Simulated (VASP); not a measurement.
AlN:

```
Al N
1.0
     0.00000    2.17308    2.17308
     2.17308    0.00000    2.17308
     2.17308    2.17308    0.00000
Al N
1 1
Direct
  0.00000 0.00000 0.00000
  0.25000 0.25000 0.25000
```

This cell differs from its parent crystal: strain -0.5%.

Base run:

```yaml
Program: VASP 6.6.1
Functional: r2SCAN
Potentials_or_basis: VASP PAW PBE potentials, release 64 (Al, N)
Cutoff: 520 eV
k_mesh: 10 × 10 × 10
Occupations: gaussian, width 0.01 eV
Spin: no spin polarisation
```

Its results: band gap on the k mesh 3.95 eV, indirect (least direct gap 5.03 eV); pressure 3.1 GPa.

The run is repeated on the same cell with these changes: functional from r2SCAN to HSE06; k mesh from 10 × 10 × 10 to 8 × 8 × 8. What comes out?

Band gap on the k mesh 4.57 eV, indirect (least direct gap 5.70 eV); pressure 2.7 GPa.

Several settings changed at once, so the effect can't be laid on one alone.

Caveats: the PAW data sets were made with another functional, which shifts forces and pressure a little.

A k mesh can miss the band edges.
